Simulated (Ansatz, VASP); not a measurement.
## MnS in VASP and in Ansatz

INCAR

```
SYSTEM = MnS
  ALGO = Normal
  EDIFF = 1E-7
  EDIFFG = -0.01
  ENCUT = 600
  IBRION = 2
  ISIF = 3
  ISMEAR = -1
  ISPIN = 2
  LASPH = .True.
  LCHARG = .False.
  LDAU = .True.
  LDAUJ = 0 0
  LDAUL = 2 -1
  LDAUPRINT = 1
  LDAUTYPE = 2
  LDAUU = 6 0
  LMAXMIX = 4
  LORBIT = 11
  LREAL = .False.
  LWAVE = .False.
  MAGMOM = 4 0
  NELM = 150
  NSW = 60
  PREC = Accurate
  SIGMA = 0.05
```

KPOINTS

```
k-points
0
Gamma
  9 9 9
  0 0 0
```

File POSCAR:

```
MnS
1.0
    0.0000000000      2.6045000000      2.6045000000
    2.6045000000      0.0000000000      2.6045000000
    2.6045000000      2.6045000000      0.0000000000
Mn S
1 1
Direct
    0.0000000000      0.0000000000      0.0000000000
    0.5000000000      0.5000000000      0.5000000000
```

The input input.yaml:

```yaml
crystal:
  lattice:
    - [0.0, 2.6045, 2.6045]
    - [2.6045, 0.0, 2.6045]
    - [2.6045, 2.6045, 0.0]
  atoms:
    - { symbol: Mn, position: [0.0, 0.0, 0.0], spin: 4.0 }
    - { symbol: S, position: [0.5, 0.5, 0.5] }
hamiltonian:
  xc: lda
  pseudopotentials: { kind: paw }
  hubbard: { sites: [{ species: Mn, l: d, u_eff: 6.0 }] }
magnetization:
  spin_polarized: true
kpoints:
  mp_grid: { grid: [9, 9, 9] }
scf:
  occupations: { method: fermi_dirac, width: 0.05 }
output:
  forces: true
  stress: true
  eigenvalues: true
relax:
  f_tol: 0.01
  max_steps: 40
  cell: { stress_tol: 0.05 }
```

Alike in both runs: task relaxation of cell and atoms; functional LDA; k mesh 9 × 9 × 9; occupations fermi-dirac, width 0.05 eV; collinear spin; Hubbard terms Mn d U = 6.0 eV.

```csv
,VASP,Ansatz
version,VASP 6.6.1,Ansatz 0.2.0
potentials or method,"VASP PAW LDA potentials, release 64 (Mn_pv, S)",Ansatz PAW
plane-wave cutoff (eV),600,420
valence electrons in the cell,19,21
```

```tsv
	VASP	Ansatz	Ansatz less VASP
gap on the k mesh at the Fermi level, each at its own relaxed structure (eV)	0.90	1.05	+0.151
net moment per atom (μB)	2.50	2.50	0.000
size of the moment on the site where the two differ most (μB)	4.62	4.52	-0.097
relaxed volume (Å³/atom)	17.40	17.67	+0.263
relaxed length of the cell vector where the two differ most in proportion (Å)	3.665	3.683	+0.0183
```

LDA's correlation is that of Perdew and Zunger in VASP and of Perdew and Wang (1992) in Ansatz. Site moments also hang on the region over which each program counts them. The programs project onto different local orbitals, so the same U acts differently, and such runs can settle in different states. VASP's potentials hold 19 valence electrons a cell and Ansatz's 21, so a difference there can come from the potentials and not from the codes.

Noted on Ansatz's run: the magnetic or orbital state may not be the lowest; odd divisions of the mesh miss points on the zone boundary, where band edges often lie, so the gap on the mesh can be too wide; the plane-wave basis is chosen anew once the cell has moved, so the energies of steps on either side of that aren't comparable.
